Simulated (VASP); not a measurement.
# TiH in VASP: notebook, part 2 of 3

VASP 6.6.1. The steps go on from the part before.

## Step 3: Single point, LDA (the cell strained)

INCAR reads:

```
PREC = Accurate
ENCUT = 520
EDIFF = 1E-7
ISMEAR = 0
SIGMA = 0.15
LREAL = False
LASPH = True
NELM = 80
ALGO = Normal
ISIF = 2
LWAVE = False
LCHARG = False
NBANDS = 14
```

KPOINTS reads:

```
Automatic mesh
0
Gamma
  18 18 18
```

POSCAR reads:

```
TiH
1.0
    0.0000000000      2.0516219871      2.0516219871
    1.9080084480      0.0000000000      2.0516219871
    1.9080084480      2.0516219871      0.0000000000
Ti H
1 1
Direct
    0.0000000000      0.0000000000      0.0000000000
    0.5000000000      0.5000000000      0.5000000000
```

Potentials or basis: VASP PAW LDA potentials, release 64 (Ti_sv, H).

Launch:

```sh
$ cat potpaw_LDA.64/Ti_sv/POTCAR potpaw_LDA.64/H/POTCAR > POTCAR
$ mpirun -np 1 vasp_std > vasp.out
```

OUTCAR:

```text
PREC = Accurate
   ENCUT = 520
   EDIFF = 1E-7
   ISMEAR = 0
   LREAL = False
   LASPH = True
   NELM = 80
   ISIF = 2

 ion  position               nearest neighbor table
   1  0.000  0.000  0.000-
   2  0.500  0.500  0.500-

  LATTYP: Found a body centered tetragonal cell.
 ALAT       =     2.9014316390
 C/A-ratio  =     1.3152186130

  Lattice vectors:

 A1 = (  -1.9080084480,   0.0000000000,  -2.0516219871)
 A2 = (  -1.9080084480,   0.0000000000,   2.0516219871)
 A3 = (   1.9080084480,   2.0516219871,   0.0000000000)

Analysis of symmetry for initial positions (statically):
=====================================================================
 Subroutine PRICEL returns:
 Original cell was already a primitive cell.

 Routine SETGRP: Setting up the symmetry group for a
 body centered tetragonal supercell.

 Subroutine GETGRP returns: Found 16 space group operations
 (whereof 16 operations were pure point group operations)
 out of a pool of 16 trial point group operations.

The static configuration has the point symmetry D_4h.

Analysis of symmetry for dynamics (positions and initial velocities):
=====================================================================
 Subroutine PRICEL returns:
 Original cell was already a primitive cell.

 Routine SETGRP: Setting up the symmetry group for a
 body centered tetragonal supercell.

 Subroutine GETGRP returns: Found 16 space group operations
 (whereof 16 operations were pure point group operations)
 out of a pool of 16 trial point group operations.

The dynamic configuration has the point symmetry D_4h.

 Subroutine INISYM returns: Found 16 space group operations
 (whereof 16 operations are pure point group operations),
 and found     1 'primitive' translations

----------------------------------------------------------------------------------------

                                     Primitive cell

  volume of cell :      16.0622

  direct lattice vectors                    reciprocal lattice vectors
     0.000000000  2.051621987  2.051621987    -0.262053347  0.243709613  0.243709613
     1.908008448  0.000000000  2.051621987     0.262053347 -0.243709613  0.243709613
     1.908008448  2.051621987  0.000000000     0.262053347  0.243709613 -0.243709613

  length of vectors
     2.901431639  2.801722509  2.801722509     0.432967328  0.432967328  0.432967328

  position of ions in fractional coordinates (direct lattice)
     0.000000000  0.000000000  0.000000000
     0.500000000  0.500000000  0.500000000

  ion indices of the primitive-cell ions
   primitive index   ion index
                 1           1
                 2           2

----------------------------------------------------------------------------------------

 KPOINTS: Automatic mesh

Automatic generation of k-mesh.
 Grid dimensions read from file:
 generate k-points for:   18   18   18

 Generating k-lattice:

  Cartesian coordinates                     Fractional coordinates (reciprocal lattice)
    -0.014558519  0.013539423  0.013539423     0.055555556  0.000000000  0.000000000
     0.014558519 -0.013539423  0.013539423     0.000000000  0.055555556  0.000000000
     0.014558519  0.013539423 -0.013539423     0.000000000  0.000000000  0.055555556
[... 40 lines left out ...]
   number of dos      NEDOS =    301   number of ions     NIONS =      2
   total plane-waves  NPLWV =  13824
   dimension x,y,z NGX =    24 NGY =   24 NGZ =   24
   dimension x,y,z NGXF=    48 NGYF=   48 NGZF=   48
   ions per type =               1   1
   NGX,Y,Z   is equivalent  to a cutoff of  13.75, 14.24, 14.24 a.u.
   NGXF,Y,Z  is equivalent  to a cutoff of  27.50, 28.48, 28.48 a.u.
 SYSTEM =  unknown system
   PREC   = accura    normal or accurate (medium, high low for compatibility)
   ISTART =      0    job   : 0-new  1-cont  2-samecut
   ICHARG =      2    charge: 1-file 2-atom 10-const
   ISPIN  =      1    spin polarized calculation?
   LNONCOLLINEAR =      F non collinear calculations
   LSORBIT =      F    spin-orbit coupling
   LASPH  =      T    aspherical Exc in radial PAW
   ENCUT  =  520.0 eV  38.22 Ry    6.18 a.u.   5.39  5.21  5.21*2*pi/ulx,y,z
   NELM   =     80;   NELMIN=  2; NELMDL= -5     # of ELM steps
   EDIFF  = 0.1E-06   stopping-criterion for ELM
   LREAL  =      F    real-space projection
   EDIFFG = 0.1E-05   stopping-criterion for IOM
   NSW    =      0    number of steps for IOM
   IBRION =     -1    ionic relax: 0-MD 1-quasi-New 2-CG
   NFREE  =      0    steps in history (QN), initial steepest desc. (CG)
   ISIF   =      2    stress and relaxation
   ISYM   =      2    0-nonsym 1-usesym 2-fastsym
   POTIM  = 0.5000    time-step for ionic-motion
   TEBEG  =    0.0;   TEEND  =   0.0 temperature during run
   PSTRESS=    0.0 pullay stress
   NELECT =      13.0000    total number of electrons
   NUPDOWN=      -1.0000    fix difference up-down
   EMIN   =  10.00;   EMAX   =-10.00  energy-range for DOS
   EFERMI =   0.00;   METHOD = LEGACY
   ISMEAR =     0;   SIGMA  =   0.15  broadening in eV -4-tet -1-fermi 0-gaus
   EFERMI_NEDOS =   21; number of points for ismear=-14 and -15
   IALGO  =     38    algorithm
   IMIX   =      4    mixing-type and parameters
     AMIX     =   0.40;   BMIX     =  1.00
     AMIX_MAG =   1.60;   BMIX_MAG =  1.00
  volume/ion in A,a.u.               =       8.03        54.20
  Fermi-wavevector in a.u.,A,eV,Ry     =   1.525648  2.883056 31.668937  2.327601
  Thomas-Fermi vector in A             =   2.633789
   LORBIT       =      0    0 simple, 1 ext, 2 COOP (PROOUT), +10 PAW based schemes
   GGA     = CA    functional components
   LHFCALC =     F    Hartree Fock is set to
   AEXX    =    0.0000 exact exchange contribution
   IVDW    =     0    specifies the selected vdW correction
   LEPSILON=     F    determine dielectric tensor
   LRPA    =     F    only Hartree local field effects (RPA)
 non-spin polarized calculation
 Gauss-broadening in eV      SIGMA  =   0.15
  energy-cutoff  :      520.00
  volume of cell :       16.06
 maximum number of plane-waves:       447
 NGX is ok and might be reduce to    24
   NGX = 11   NGY = 11   NGZ = 11

 number of electron      12.9999999 magnetization

 Free energy of the ion-electron system (eV)
  ---------------------------------------------------
  ext. energy  EPLUGINS =         0.00000000
  ---------------------------------------------------
  free energy    TOTEN  =       -12.86093110 eV

  energy without entropy =      -12.84138569  energy(sigma->0) =      -12.85115840

 E-fermi :   9.9778     XC(G=0): -12.8272

 val. band max:        9.9774505088   @ k =  -0.3889   0.0556   0.0000
 cond. band min:       9.9795724468   @ k =   0.4444   0.1667   0.1667
 fundamental gap:      0.0021219380
 Fermi energy:         9.9777890710

 k-point     1 :       0.0000    0.0000    0.0000
  band No.  band energies     occupation
      1     -45.8324      2.00000
      2     -22.0144      2.00000
      3     -21.9595      2.00000
      4     -21.9595      2.00000
      5       0.0617      2.00000
      6      10.5167      0.00000
      7      10.5167      0.00000
      8      11.1801      0.00000
      9      12.0932      0.00000
     10      12.6166      0.00000
     11      22.2399      0.00000
     12      25.4236      0.00000
     13      26.9025      0.00000
     14      26.9025      0.00000
[... 377 lines left out ...]
      1     -45.7375      2.00000
      2     -22.4787      2.00000
      3     -22.0581      2.00000
      4     -22.0164      2.00000
      5       1.8634      2.00000
      6       9.3769      2.00000
      7      10.4716      0.00000
      8      11.2237      0.00000
      9      12.2229      0.00000
     10      12.7155      0.00000
     11      18.3888      0.00000
     12      24.9037      0.00000
     13      28.1544      0.00000
     14      30.1178      0.00000

 [... further k-points ...]

------------------------ aborting loop because EDIFF is reached ----------------------------------------

  FORCE on cell =-STRESS in cart. coord.  units (eV):
  Direction    XX          YY          ZZ          XY          YZ          ZX
  --------------------------------------------------------------------------------------
  -------------------------------------------------------------------------------------
  Total        1.2170306      1.3547210      1.3547210     -0.0000000      0.0000000      0.0000000
  in kB      121.3967610    135.1311520    135.1311520     -0.0000000      0.0000000      0.0000000
  external PRESSURE =     130.5530217 kB  Pullay stress =       0.0000000 kB

 VOLUME and BASIS-vectors are now :
 -----------------------------------------------------------------------------
  energy-cutoff  :      520.00
  volume of cell :       16.06
      direct lattice vectors                 reciprocal lattice vectors
     0.000000000  2.051621987  2.051621987    -0.262053347  0.243709613  0.243709613
     1.908008448  0.000000000  2.051621987     0.262053347 -0.243709613  0.243709613
     1.908008448  2.051621987  0.000000000     0.262053347  0.243709613 -0.243709613

 POSITION                                       TOTAL-FORCE (eV/Angst)
 -----------------------------------------------------------------------------------
      0.00000      0.00000      0.00000         0.000000      0.000000     -0.000000
      1.90801      2.05162      2.05162         0.000000     -0.000000      0.000000
 -----------------------------------------------------------------------------------
    total drift:                                0.000000     -0.000000     -0.000000

  FREE ENERGIE OF THE ION-ELECTRON SYSTEM (eV)
  ---------------------------------------------------
  free  energy   TOTEN  =       -12.8609310982 eV

  energy  without entropy=      -12.8413856921  energy(sigma->0) =      -12.85115840
```

stdout:

```text
POSCAR found type information on POSCAR TiH
 POSCAR found :  2 types and       2 ions
 scaLAPACK will be used
 LDA part: xc-table for (Slater(with rela. corr.)+CA(PZ))
 , standard interpolation
 POSCAR, INCAR and KPOINTS ok, starting setup
 FFT: planning ... GRIDC
 FFT: planning ... GRID_SOFT
 FFT: planning ... GRID
 WAVECAR not read
 entering main loop
```

Run time: 33 s. Hardware: 1 thread of Intel Xeon 6975P-C (Granite Rapids), shared host; peak memory 0.22 GiB.

What came out:

```yaml
Free_energy: -12.8609 eV
Pressure: 13.1 GPa
Band_gap_on_the_k_mesh: zero (an odd number of electrons rules out a gap without spin polarisation)
```

Levels at points of the mesh, in eV from the Fermi level:
```
           k point  band 2  band 3  band 4  band 5  band 6  band 7  band 8  band 9  band 10  band 11
(0.00, 0.00, 0.00)  -31.99  -31.94  -31.94   -9.92    0.54    0.54    1.20    2.12     2.64    12.26
(0.50, 0.00, 0.00)  -32.95  -32.10  -32.04   -4.94   -3.41   -0.09    0.58    3.65     4.02     8.52
(0.50, 0.50, 0.00)  -32.81  -32.34  -32.17   -7.48   -2.13    1.82    3.63    4.04     4.46     7.65
(0.00, 0.50, 0.50)  -32.86  -32.34  -32.34   -7.46   -2.32    3.25    3.77    4.27     4.27     8.38
```

Caveat: the cell differs from its parent crystal (the cell strained); the cell stands under pressure.

## Step 4: Single point, LDA (atoms displaced along a vibrational mode, the cell strained)

INCAR reads:

```
SYSTEM = TiH
ALGO = Normal ; EDIFF = 1E-6
ENCUT = 520 ; ISIF = 2
ISMEAR = 0 ; LASPH = .TRUE.
LCHARG = .FALSE. ; LREAL = .FALSE.
LWAVE = .FALSE. ; NBANDS = 14
NELM = 100 ; PREC = Accurate
SIGMA = 0.15
```

KPOINTS reads:

```
k-points
0
G
  18 18 18
  0 0 0
```

POSCAR reads:

```
TiH
1.0
    0.0000000000      2.0516219871      2.0516219871
    1.9080084480      0.0000000000      2.0516219871
    1.9080084480      2.0516219871      0.0000000000
Ti H
1 1
Direct
   -0.0003818299      0.0003818299      0.0003818299
    0.5181319952      0.4818680048      0.4818680048
```

Launch:

```sh
$ cat potpaw_LDA.64/Ti_sv/POTCAR potpaw_LDA.64/H/POTCAR > POTCAR
$ mpirun -np 1 vasp_std > vasp.out
```

It took 30 s on 1 thread of Intel Xeon 6975P-C (Granite Rapids), shared host; peak memory 0.22 GiB.

It converged, with:

| Item | Value |
| --- | --- |
| Free energy | -12.8401 eV |
| Pressure | 13.4 GPa |
| Largest force | 0.595 eV/Å |
| Band gap on the k mesh | zero (an odd number of electrons rules out a gap without spin polarisation) |

Forces in eV/Å, atoms in the order of the input:
```
Ti  -0.595  0.000  0.000
H    0.595  0.000  0.000
```

Stress tensor (GPa, compression positive):
```
13.77  0.00  0.00
 0.00 13.24  0.00
 0.00  0.00 13.24
```

Levels at points of the mesh, in eV from the Fermi level:
| k point | band 4 | band 5 | band 6 | band 7 | band 8 | band 9 |
| --- | --- | --- | --- | --- | --- | --- |
| (0.00, 0.00, 0.00) | -31.94 | -9.91 | 0.54 | 0.54 | 1.20 | 2.12 |
| (0.50, 0.00, 0.00) | -32.04 | -4.95 | -3.39 | -0.09 | 0.58 | 3.65 |
| (0.50, 0.50, 0.00) | -32.17 | -7.48 | -2.13 | 1.82 | 3.62 | 4.04 |
| (0.00, 0.50, 0.50) | -32.34 | -7.45 | -2.32 | 3.22 | 3.77 | 4.27 |

Caveat: the cell differs from its parent crystal (atoms displaced along a vibrational mode, the cell strained); the cell stands under pressure.

## Step 5: Single point, LDA (atoms displaced along a vibrational mode, the cell strained)

INCAR reads:

```
SYSTEM = TiH
PREC     = Accurate       ! precision mode
ENCUT    = 520            ! plane-wave cutoff, eV
EDIFF    = 1E-6           ! SCF threshold, eV
ISMEAR   = 0              ! smearing method
SIGMA    = 0.15           ! smearing width, eV
LREAL    = .FALSE.        ! projectors in reciprocal space
LASPH    = .TRUE.         ! aspherical terms in the spheres
NELM     = 80             ! most SCF steps
ALGO     = Normal         ! electronic algorithm
ISIF     = 2              ! what is computed and relaxed
LWAVE    = .FALSE.        ! write WAVECAR
LCHARG   = .TRUE.         ! write CHGCAR
GGA      = CA             ! functional
LELF     = .TRUE.         ! ELF
LVHAR    = .TRUE.       
NBANDS   = 14             ! bands
```

KPOINTS reads:

```
Automatic mesh
0
G
  18 18 18
  0 0 0
```

POSCAR reads:

```
TiH
1.0
    0.0000000000      2.0516219871      2.0516219871
    1.9558112403      0.0000000000      2.0516219871
    1.9558112403      2.0516219871      0.0000000000
Ti H
1 1
Direct
   -0.0001909149      0.0001909149      0.0001909149
    0.5090659976      0.4909340024      0.4909340024
```

Launch:

```sh
$ cat potpaw_LDA.64/Ti_sv/POTCAR potpaw_LDA.64/H/POTCAR > POTCAR
$ mpirun -np 1 vasp_std > vasp.out
```

Wall time 31 s (1 thread of Intel Xeon 6975P-C (Granite Rapids), shared host); peak memory 0.22 GiB.

Results (log left out):

| Property | Result |
| --- | --- |
| Free energy | -12.8810 eV |
| Pressure | 8.4 GPa |
| Largest force | 0.232 eV/Å |
| Band gap on the k mesh | zero (an odd number of electrons rules out a gap without spin polarisation) |

Forces on the atoms (eV/Å):
```
Ti  -0.232  0.000  0.000
H    0.232  0.000  0.000
```

Stress tensor (GPa, compression positive):
```
7.50 0.00 0.00
0.00 8.85 0.00
0.00 0.00 8.85
```

Levels at points of the mesh, in eV from the Fermi level:
```tsv
k point	band 4	band 5	band 6	band 7	band 8	band 9
(0.00, 0.00, 0.00)	-32.04	-9.84	0.57	0.57	1.00	2.15
(0.50, 0.00, 0.00)	-32.14	-4.98	-3.36	0.01	0.44	3.58
(0.50, 0.50, 0.00)	-32.28	-7.35	-2.11	1.83	3.55	3.97
(0.00, 0.50, 0.50)	-32.39	-7.32	-2.22	2.73	3.61	4.13
```

Caveat: the cell differs from its parent crystal (atoms displaced along a vibrational mode, the cell strained); the cell stands under pressure.

(Part 2 of 3 ends here.)
